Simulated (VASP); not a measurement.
Write the native input for VASP 6.6.1 that does the following.

| Quantity | Value |
| --- | --- |
| Task | relaxation of cell and atoms |
| Functional | LDA |
| Potentials or basis | VASP PAW LDA potentials, release 64 (Ni) |
| Cutoff | 600 eV |
| k mesh | 10 × 10 × 10 |
| Occupations | gaussian, width 0.1 eV |
| Spin | collinear spin, ferromagnetic start |
| Starting moments | [0.8] μB |
| Dipole correction | no |
| Further INCAR settings | ALGO = Fast; EDIFF = 1e-07; IBRION = 2; EDIFFG = -0.05; NSW = 100; ISIF = 3 |

The structure of Ni lies in POSCAR:

```
Ni
1.0
    0.0000000000      1.7619350000      1.7619350000
    1.7619350000      0.0000000000      1.7619350000
    1.7619350000      1.7619350000      0.0000000000
Ni
1
Direct
    0.0000000000      0.0000000000      0.0000000000
```

The input as run:

INCAR

```
ALGO     = Fast           # electronic algorithm
EDIFF    = 1E-7           # SCF threshold, eV
EDIFFG   = -0.05          # ionic threshold
ENCUT    = 600            # plane-wave cutoff, eV
IBRION   = 2              # ionic algorithm
ISIF     = 3              # what is computed and relaxed
ISMEAR   = 0              # smearing method
ISPIN    = 2              # spin polarisation
LASPH    = True           # aspherical terms in the spheres
LCHARG   = False          # write CHGCAR
LMAXMIX  = 4              # l up to which the mixer works
LORBIT   = 11             # projections on sites
LREAL    = False          # projectors in reciprocal space
LWAVE    = False          # write WAVECAR
MAGMOM   = 0.8            # initial moments
NELM     = 150            # most SCF steps
NSW      = 100            # ionic steps
PREC     = Accurate       # precision mode
SIGMA    = 0.1            # smearing width, eV
```

KPOINTS

```
k-points
0
Gamma
  10 10 10
```

Potentials or basis: VASP PAW LDA potentials, release 64 (Ni).

Run with:

```console
$ cat potpaw_LDA.64/Ni/POTCAR > POTCAR
$ mpirun -np 1 vasp_std > vasp.out
```

Results of the run:

```
Relaxed volume                                        : 10.06 Å³/atom
Relaxed cell                                          : a = 2.423 Å, b = 2.423 Å, c = 2.423 Å, α = 60.00°, β = 60.00°, γ = 60.00°
Space group after relaxing (to 0.1 Å)                 : Fm-3m (No. 225)
Energy gained by relaxing                             : 53.0 meV/atom
Ionic steps                                           : 3
Pressure after relaxing                               : -0.4 GPa
Net moment                                            : 0.65 μB per cell
Site moments                                          : Ni +0.65 μB
Valence electrons inside the program's atomic spheres : Ni 9.47
```

It took 53 s on 1 thread of Intel Xeon 8259CL, with other jobs on the host, peak memory 0.13 GiB.
